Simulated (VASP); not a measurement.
# C (Fd-3m) in VASP: a series of runs

C is run at these levels: LDA; tasks: single point, relaxation of cell and atoms.

Program: VASP 6.6.1. These are calculated values, not measurements. Logs are shortened: lines on timing, memory, paths and dates and some standing lists are left out, and cuts for length are marked.

### 1 The cell of the first run

Symmetry: Fd-3m, No. 227, cubic system. The conventional cell has a = 3.496 Å, b = 3.496 Å, c = 3.496 Å, α = 90.00°, β = 90.00°, γ = 90.00°. C (site symmetry -43m) has 4 C at 1.51 Å within 2.0 Å.

### 2 Single point, LDA

The input, INCAR:

```
SYSTEM = C
PREC = Accurate
ENCUT = 520
EDIFF = 1E-7
ISMEAR = 0
SIGMA = 0.01
LREAL = .FALSE.
LASPH = .TRUE.
NELM = 100
ALGO = Normal
ISIF = 2
LWAVE = .FALSE.
LCHARG = .TRUE.
LELF = .TRUE.
LVHAR = .TRUE.
NBANDS = 11
```

The input, KPOINTS:

```
regular mesh
0
G
  12 12 12
  0 0 0
```

The input, POSCAR:

```
C
1.0
    1.7480831990      1.7480831990      0.0000000000
   -1.7480831990      1.7480831990      0.0000000000
    0.0000000000      1.7480831990      1.7480831990
C
2
Direct
    0.5000000000      0.5000000000      0.0000000000
    0.7500000000      0.2500000000      0.5000000000
```

Potentials or basis: VASP PAW LDA potentials, release 64 (C).

Started as:

```sh
cat potpaw_LDA.64/C/POTCAR > POTCAR
mpirun -np 1 vasp_std > vasp.out
```

OUTCAR:

```text
SYSTEM = C
   PREC = Accurate
   ENCUT = 520
   EDIFF = 1E-7
   ISMEAR = 0
   LREAL = .FALSE.
   LASPH = .TRUE.
   NELM = 100
   ISIF = 2

 ion  position               nearest neighbor table
   1  0.500  0.500  0.000-   2 1.51   2 1.51   2 1.51   2 1.51
   2  0.750  0.250  0.500-   1 1.51   1 1.51   1 1.51   1 1.51

  LATTYP: Found a face centered cubic cell.
 ALAT       =     3.4961663980

  Lattice vectors:

 A1 = (   0.0000000000,   1.7480831990,   1.7480831990)
 A2 = (   1.7480831990,   0.0000000000,   1.7480831990)
 A3 = (   1.7480831990,   1.7480831990,   0.0000000000)

Analysis of symmetry for initial positions (statically):
=====================================================================
 Subroutine PRICEL returns:
 Original cell was already a primitive cell.

 Routine SETGRP: Setting up the symmetry group for a
 face centered cubic supercell.

 Subroutine GETGRP returns: Found 48 space group operations
 (whereof 24 operations were pure point group operations)
 out of a pool of 48 trial point group operations.

The static configuration has the point symmetry T_d .
 The point group associated with its full space group is O_h .

Analysis of symmetry for dynamics (positions and initial velocities):
=====================================================================
 Subroutine PRICEL returns:
 Original cell was already a primitive cell.

 Routine SETGRP: Setting up the symmetry group for a
 face centered cubic supercell.

 Subroutine GETGRP returns: Found 48 space group operations
 (whereof 24 operations were pure point group operations)
 out of a pool of 48 trial point group operations.

The dynamic configuration has the point symmetry T_d .
 The point group associated with its full space group is O_h .

 Subroutine INISYM returns: Found 48 space group operations
 (whereof 24 operations are pure point group operations),
 and found     1 'primitive' translations

----------------------------------------------------------------------------------------

                                     Primitive cell

  volume of cell :      10.6836

  direct lattice vectors                    reciprocal lattice vectors
     1.748083199  1.748083199  0.000000000     0.286027576  0.286027576 -0.286027576
    -1.748083199  1.748083199  0.000000000    -0.286027576  0.286027576 -0.286027576
     0.000000000  1.748083199  1.748083199     0.000000000  0.000000000  0.572055152

  length of vectors
     2.472162968  2.472162968  2.472162968     0.495414294  0.495414294  0.572055152

  position of ions in fractional coordinates (direct lattice)
     0.500000000  0.500000000  0.000000000
     0.750000000  0.250000000  0.500000000

  ion indices of the primitive-cell ions
   primitive index   ion index
                 1           1
                 2           2

----------------------------------------------------------------------------------------

 KPOINTS: regular mesh

Automatic generation of k-mesh.
 Grid dimensions read from file:
 generate k-points for:   12   12   12

 Generating k-lattice:

  Cartesian coordinates                     Fractional coordinates (reciprocal lattice)
     0.023835631  0.023835631 -0.023835631     0.083333333  0.000000000  0.000000000
    -0.023835631  0.023835631 -0.023835631     0.000000000  0.083333333  0.000000000
     0.000000000  0.000000000  0.047671263     0.000000000  0.000000000  0.083333333

  Length of vectors
     0.041284524  0.041284524  0.047671263

  Shift w.r.t. Gamma in fractional coordinates (k-lattice)
     0.000000000  0.000000000  0.000000000

 Subroutine IBZKPT returns following result:
 ===========================================

 Found     72 irreducible k-points:

 Following reciprocal coordinates:
            Coordinates               Weight
  0.000000  0.000000  0.000000      1.000000
  0.083333  0.000000  0.000000      8.000000
  0.166667  0.000000  0.000000      8.000000
  0.250000  0.000000  0.000000      8.000000
  0.333333  0.000000  0.000000      8.000000
  0.416667  0.000000  0.000000      8.000000
[... 16 lines left out ...]
  0.500000  0.166667  0.000000     24.000000
 -0.416667  0.166667  0.000000     24.000000
 [... further k-points ...]
   k-points           NKPTS =     72   k-points in BZ     NKDIM =     72   number of bands    NBANDS=     11
   number of dos      NEDOS =    301   number of ions     NIONS =      2
   total plane-waves  NPLWV =   5832
   dimension x,y,z NGX =    18 NGY =   18 NGZ =   18
   dimension x,y,z NGXF=    36 NGYF=   36 NGZF=   36
   ions per type =               2
   NGX,Y,Z   is equivalent  to a cutoff of  12.10, 12.10, 12.10 a.u.
   NGXF,Y,Z  is equivalent  to a cutoff of  24.21, 24.21, 24.21 a.u.
 SYSTEM =  C
   PREC   = accura    normal or accurate (medium, high low for compatibility)
   ISTART =      0    job   : 0-new  1-cont  2-samecut
   ICHARG =      2    charge: 1-file 2-atom 10-const
   ISPIN  =      1    spin polarized calculation?
   LNONCOLLINEAR =      F non collinear calculations
   LSORBIT =      F    spin-orbit coupling
   LASPH  =      T    aspherical Exc in radial PAW
   ENCUT  =  520.0 eV  38.22 Ry    6.18 a.u.   4.60  4.60  4.60*2*pi/ulx,y,z
   NELM   =    100;   NELMIN=  2; NELMDL= -5     # of ELM steps
   EDIFF  = 0.1E-06   stopping-criterion for ELM
   LREAL  =      F    real-space projection
   EDIFFG = 0.1E-05   stopping-criterion for IOM
   NSW    =      0    number of steps for IOM
   IBRION =     -1    ionic relax: 0-MD 1-quasi-New 2-CG
   NFREE  =      0    steps in history (QN), initial steepest desc. (CG)
   ISIF   =      2    stress and relaxation
   ISYM   =      2    0-nonsym 1-usesym 2-fastsym
   POTIM  = 0.5000    time-step for ionic-motion
   TEBEG  =    0.0;   TEEND  =   0.0 temperature during run
   PSTRESS=    0.0 pullay stress
   NELECT =       8.0000    total number of electrons
   NUPDOWN=      -1.0000    fix difference up-down
   EMIN   =  10.00;   EMAX   =-10.00  energy-range for DOS
   EFERMI =   0.00;   METHOD = LEGACY
   ISMEAR =     0;   SIGMA  =   0.01  broadening in eV -4-tet -1-fermi 0-gaus
   EFERMI_NEDOS =   21; number of points for ismear=-14 and -15
   IALGO  =     38    algorithm
   IMIX   =      4    mixing-type and parameters
     AMIX     =   0.40;   BMIX     =  1.00
     AMIX_MAG =   1.60;   BMIX_MAG =  1.00
  volume/ion in A,a.u.               =       5.34        36.05
  Fermi-wavevector in a.u.,A,eV,Ry     =   1.486618  2.809301 30.069327  2.210033
  Thomas-Fermi vector in A             =   2.599882
   LORBIT       =      0    0 simple, 1 ext, 2 COOP (PROOUT), +10 PAW based schemes
   GGA     = CA    functional components
   LHFCALC =     F    Hartree Fock is set to
   AEXX    =    0.0000 exact exchange contribution
   IVDW    =     0    specifies the selected vdW correction
   LEPSILON=     F    determine dielectric tensor
   LRPA    =     F    only Hartree local field effects (RPA)
 non-spin polarized calculation
 Gauss-broadening in eV      SIGMA  =   0.01
  energy-cutoff  :      520.00
  volume of cell :       10.68
 maximum number of plane-waves:       303
   NGX =  9   NGY =  9   NGZ =  9

 number of electron       8.0000001 magnetization

 Free energy of the ion-electron system (eV)
  ---------------------------------------------------
  ext. energy  EPLUGINS =         0.00000000
  ---------------------------------------------------
  free energy    TOTEN  =       -20.22594324 eV

  energy without entropy =      -20.22594324  energy(sigma->0) =      -20.22594324

 E-fermi :  10.6610     XC(G=0): -13.7918

 val. band max:       10.6208678182   @ k =   0.0000   0.0000   0.0000
 cond. band min:      14.8950231408   @ k =  -0.3333   0.3333   0.0000
 fundamental gap:      4.2741553226
 Fermi energy:        10.6609723051

 k-point     1 :       0.0000    0.0000    0.0000
  band No.  band energies     occupation
      1     -11.5131      2.00000
      2      10.6209      2.00000
      3      10.6209      2.00000
      4      10.6209      2.00000
      5      16.3332      0.00000
      6      16.3332      0.00000
      7      16.3332      0.00000
      8      25.5730      0.00000
      9      30.4306      0.00000
     10      37.9317      0.00000
     11      37.9317      0.00000

 k-point     2 :       0.0833    0.0000    0.0000
  band No.  band energies     occupation
      1     -11.3133      2.00000
      2       9.3478      2.00000
      3      10.2771      2.00000
      4      10.2771      2.00000
      5      16.7824      0.00000
      6      16.7824      0.00000
      7      17.1237      0.00000
      8      25.6551      0.00000
      9      30.7448      0.00000
     10      35.5467      0.00000
     11      35.5467      0.00000

 k-point     3 :       0.1667    0.0000    0.0000
  band No.  band energies     occupation
      1     -10.7153      2.00000
      2       6.7308      2.00000
      3       9.5358      2.00000
      4       9.5358      2.00000
      5      17.7495      0.00000
      6      17.7495      0.00000
      7      18.3929      0.00000
      8      25.8831      0.00000
      9      31.4020      0.00000
     10      33.8660      0.00000
     11      33.8660      0.00000

 k-point     4 :       0.2500    0.0000    0.0000
  band No.  band energies     occupation
      1      -9.7267      2.00000
      2       3.7974      2.00000
      3       8.7766      2.00000
      4       8.7766      2.00000
      5      18.6330      0.00000
      6      18.6330      0.00000
      7      19.3737      0.00000
      8      26.1862      0.00000
      9      31.8588      0.00000
     10      33.4434      0.00000
     11      33.4434      0.00000

 k-point     5 :       0.3333    0.0000    0.0000
  band No.  band energies     occupation
      1      -8.3642      2.00000
      2       0.9115      2.00000
      3       8.1765      2.00000
      4       8.1765      2.00000
      5      19.1115      0.00000
      6      19.1115      0.00000
      7      20.0069      0.00000
      8      26.4373      0.00000
      9      32.1712      0.00000
     10      34.3475      0.00000
     11      34.3475      0.00000
[... 211 lines left out ...]
 k-point    21 :       0.3333    0.1667    0.0000
  band No.  band energies     occupation
      1      -6.6040      2.00000
      2      -0.2985      2.00000
      3       4.7161      2.00000
      4       7.4982      2.00000
      5      18.9249      0.00000
      6      20.4784      0.00000
      7      22.3980      0.00000
      8      26.2126      0.00000
      9      31.0658      0.00000
     10      32.8579      0.00000
     11      36.1418      0.00000

 k-point    22 :       0.4167    0.1667    0.0000
  band No.  band energies     occupation
      1      -4.9442      2.00000
      2      -2.4707      2.00000
      3       4.9370      2.00000
      4       6.8329      2.00000
      5      18.3382      0.00000
      6      21.1595      0.00000
      7      22.6827      0.00000
      8      26.5913      0.00000
      9      30.5009      0.00000
     10      35.3682      0.00000
     11      36.0488      0.00000

 k-point    23 :       0.5000    0.1667    0.0000
  band No.  band energies     occupation
      1      -5.4448      2.00000
      2      -1.8800      2.00000
      3       5.4569      2.00000
      4       6.4296      2.00000
      5      17.8826      0.00000
      6      21.6747      0.00000
      7      22.6905      0.00000
      8      25.3549      0.00000
      9      31.2027      0.00000
     10      35.3403      0.00000
     11      37.9077      0.00000

 k-point    24 :      -0.4167    0.1667    0.0000
  band No.  band energies     occupation
      1      -7.1533      2.00000
      2       0.5082      2.00000
      3       6.2174      2.00000
      4       6.3327      2.00000
      5      17.4722      0.00000
      6      21.9790      0.00000
      7      22.4458      0.00000
      8      23.7318      0.00000
      9      32.1488      0.00000
     10      34.0113      0.00000
     11      38.7518      0.00000

 [... further k-points ...]

------------------------ aborting loop because EDIFF is reached ----------------------------------------

  FORCE on cell =-STRESS in cart. coord.  units (eV):
  Direction    XX          YY          ZZ          XY          YZ          ZX
  --------------------------------------------------------------------------------------
  -------------------------------------------------------------------------------------
  Total        1.1192674      1.1192674      1.1192674      0.0000000     -0.0000000      0.0000000
  in kB      167.8526341    167.8526341    167.8526341      0.0000000     -0.0000000      0.0000000
  external PRESSURE =     167.8526341 kB  Pullay stress =       0.0000000 kB

 VOLUME and BASIS-vectors are now :
 -----------------------------------------------------------------------------
  energy-cutoff  :      520.00
  volume of cell :       10.68
      direct lattice vectors                 reciprocal lattice vectors
     1.748083199  1.748083199  0.000000000     0.286027576  0.286027576 -0.286027576
    -1.748083199  1.748083199  0.000000000    -0.286027576  0.286027576 -0.286027576
     0.000000000  1.748083199  1.748083199     0.000000000  0.000000000  0.572055152

 POSITION                                       TOTAL-FORCE (eV/Angst)
 -----------------------------------------------------------------------------------
      0.00000      1.74808      0.00000         0.000000      0.000000     -0.000000
      0.87404      2.62212      0.87404        -0.000000     -0.000000      0.000000
 -----------------------------------------------------------------------------------
    total drift:                                0.000000     -0.000000     -0.000000

  FREE ENERGIE OF THE ION-ELECTRON SYSTEM (eV)
  ---------------------------------------------------
  free  energy   TOTEN  =       -20.2259432433 eV

  energy  without entropy=      -20.2259432433  energy(sigma->0) =      -20.22594324
```

Wall time 15 s (1 thread of AMD EPYC 7R13, shared host); peak memory 0.08 GiB.

What came out:

| Item | Value |
| --- | --- |
| Free energy | -20.2259 eV |
| Pressure | 16.8 GPa |
| Band gap on the k mesh | 4.27 eV, indirect (least direct gap 5.71 eV) |

A k mesh can miss the band edges. Expect the measured gap to be larger: semilocal functionals such as LDA lack the derivative discontinuity.

### 3 Single point, LDA

This run uses another cell than the first one, of 5.53 Å³/atom, 1.035 times its volume.

The input, INCAR:

```
SYSTEM = C
  ALGO = Normal
  EDIFF = 1E-6
  ENCUT = 520
  ISIF = 2
  ISMEAR = 0
  LASPH = .True.
  LCHARG = .False.
  LREAL = .False.
  LWAVE = .False.
  NBANDS = 11
  NELM = 100
  PREC = Accurate
  SIGMA = 0.01
```

The input, KPOINTS:

```
k-points
0
Gamma
  12 12 12
  0 0 0
```

The input, POSCAR:

```
C
1.0
    1.7683944308      1.7683944308      0.0000000000
   -1.7683944308      1.7683944308      0.0000000000
    0.0000000000      1.7683944308      1.7683944308
C
2
Direct
    0.5000000000      0.5000000000      0.0000000000
    0.7500000000      0.2500000000      0.5000000000
```

Potentials or basis: VASP PAW LDA potentials, release 64 (C).

Started as:

```sh
cat potpaw_LDA.64/C/POTCAR > POTCAR
mpirun -np 1 vasp_std > vasp.out
```

Run time: 18 s. Hardware: 1 thread of AMD EPYC 7R13, shared host; peak memory 0.08 GiB.

The run converged. Its results:

- Free energy: -20.2455 eV
- Pressure: -0.4 GPa
- Band gap on the k mesh: 4.19 eV, indirect (least direct gap 5.61 eV)

Levels at points of the mesh, in eV from the valence-band top:
```
           k point  band 1  band 2  band 3  band 4  band 5  band 6  band 7  band 8
(0.00, 0.00, 0.00)  -21.66    0.00    0.00    0.00    5.61    5.61    5.61   14.14
(0.50, 0.00, 0.00)  -15.67  -13.64   -2.85   -2.85    8.49    8.49    9.36   15.64
(0.50, 0.50, 0.00)  -12.79  -12.79   -6.44   -6.44    4.76    4.76   17.01   17.01
```

A k mesh can miss the band edges. LDA gaps usually lie below the measured ones, often by a third to a half.

### 4 Relaxation of cell and atoms, LDA, target pressure -2 GPa, at which the enthalpy is minimised

This run uses another cell than the first one, of 5.51 Å³/atom, 1.031 times its volume.

The input, INCAR:

```
SYSTEM = C
  PREC = Accurate
  ENCUT = 600
  EDIFF = 1E-7
  ISMEAR = 0
  SIGMA = 0.01
  LREAL = .False.
  LASPH = .True.
  NELM = 60
  ALGO = Normal
  ISIF = 3
  LWAVE = .False.
  LCHARG = .False.
  IBRION = 2
  NSW = 100
  EDIFFG = -0.002
  PSTRESS = -20.0
```

The input, KPOINTS:

```
Automatic mesh
0
Gamma
  12 12 12
  0 0 0
```

The input, POSCAR:

```
C
1.0
    1.7658738580      1.7658738580      0.0000000000
   -1.7658738580      1.7658738580      0.0000000000
    0.0000000000      1.7658738580      1.7658738580
C
2
Direct
    0.5000000000      0.5000000000      0.0000000000
    0.7500000000      0.2500000000      0.5000000000
```

Started as:

```sh
cat potpaw_LDA.64/C/POTCAR > POTCAR
mpirun -np 1 vasp_std > vasp.out
```

Wall time 28 s (1 thread of AMD EPYC 7R13, shared host); peak memory 0.08 GiB.

Results (log left out):

* Free energy: -20.2518 eV
* Relaxed volume: 5.54 Å³/atom
* Relaxed cell: a = 2.502 Å, b = 2.502 Å, c = 2.502 Å, α = 60.00°, β = 60.00°, γ = 90.00°
* Space group after relaxing (to 0.05 Å): Fd-3m (No. 227)
* Energy change on relaxing (the enthalpy is what falls): +0.1 meV/atom
* Ionic steps: 3
* Pressure after relaxing: -2.0 GPa
* Band gap on the k mesh: 4.18 eV, indirect (least direct gap 5.61 eV)

Step by step:
```tsv
step	energy change (eV)	largest force (eV/Å)	pressure (GPa)	volume (Å³)
1	0.0000	0.0000	0.83	11.01
2	0.0023	0.0000	-5.57	11.17
3	0.0003	0.0000	-2.01	11.08
```

Final structure:
```
C
1.0
     1.76948    1.76948    0.00000
    -1.76948    1.76948    0.00000
     0.00000    1.76948    1.76948
C
2
Direct
  0.50000 0.50000 0.00000
  0.75000 0.25000 0.50000
```

Levels at points of the mesh, in eV from the valence-band top:
```csv
k point,band 1,band 2,band 3,band 4,band 5,band 6,band 7,band 8
"(0.00, 0.00, 0.00)",-21.63,0.00,0.00,0.00,5.61,5.61,5.61,14.10
"(0.50, 0.00, 0.00)",-15.66,-13.62,-2.85,-2.85,8.48,8.48,9.33,15.62
"(0.50, 0.50, 0.00)",-12.78,-12.78,-6.43,-6.43,4.76,4.76,16.98,16.98
```

Caveat: the cell is relaxed towards a set pressure, so the enthalpy falls and the energy may rise. LDA gaps usually lie below the measured ones, often by a third to a half.

### 5 Relaxation of cell and atoms, LDA, target pressure 2 GPa, at which the enthalpy is minimised

This run uses another cell than the first one, of 5.51 Å³/atom, 1.031 times its volume.

The input, INCAR:

```
ALGO = Normal
EDIFF = 1E-6
EDIFFG = -0.002
ENCUT = 600
IBRION = 2
ISIF = 3
ISMEAR = 0
LASPH = True
LCHARG = False
LREAL = False
LWAVE = False
NELM = 100
NSW = 100
PREC = Accurate
PSTRESS = 20.0
SIGMA = 0.01
```

The input, KPOINTS:

```
k-points
0
Gamma
  12 12 12
```

POSCAR is that of step 4.

Started as:

```sh
cat potpaw_LDA.64/C/POTCAR > POTCAR
mpirun -np 1 vasp_std > vasp.out
```

Wall time 23 s (1 thread of AMD EPYC 7R13, shared host); peak memory 0.08 GiB.

The run converged. Its results:

```yaml
Free_energy: -20.2518 eV
Relaxed_volume: 5.49 Å³/atom
Relaxed_cell: a = 2.495 Å, b = 2.495 Å, c = 2.495 Å, α = 60.00°, β = 60.00°, γ = 90.00°
Space_group_after_relaxing_to_0.05_Å: Fd-3m (No. 227)
Energy_change_on_relaxing_the_enthalpy_is_what_falls: +0.1 meV/atom
Ionic_steps: 3
Pressure_after_relaxing: 2.0 GPa
Band_gap_on_the_k_mesh: 4.20 eV, indirect (least direct gap 5.63 eV)
```

Step by step:
```
step  energy change (eV)  largest force (eV/Å)  pressure (GPa)  volume (Å³)
   1              0.0000                0.0000            0.83        11.01
   2              0.0009                0.0000            3.60        10.95
   3              0.0002                0.0000            1.99        10.99
```

Final structure:
```
C
1.0
     1.76442    1.76442    0.00000
    -1.76442    1.76442    0.00000
     0.00000    1.76442    1.76442
C
2
Direct
  0.50000 0.50000 0.00000
  0.75000 0.25000 0.50000
```

Levels at points of the mesh, in eV from the valence-band top:
| k point | band 1 | band 2 | band 3 | band 4 | band 5 | band 6 | band 7 | band 8 |
| --- | --- | --- | --- | --- | --- | --- | --- | --- |
| (0.00, 0.00, 0.00) | -21.75 | 0.00 | 0.00 | 0.00 | 5.63 | 5.63 | 5.63 | 14.30 |
| (0.50, 0.00, 0.00) | -15.72 | -13.72 | -2.87 | -2.87 | 8.52 | 8.52 | 9.45 | 15.70 |
| (0.50, 0.50, 0.00) | -12.84 | -12.84 | -6.49 | -6.49 | 4.78 | 4.78 | 17.11 | 17.11 |

Caveat: the cell is relaxed towards a set pressure, so the enthalpy falls and the energy may rise. Expect the measured gap to be larger: semilocal functionals such as LDA lack the derivative discontinuity.

(Part 1 of 2 ends here.)
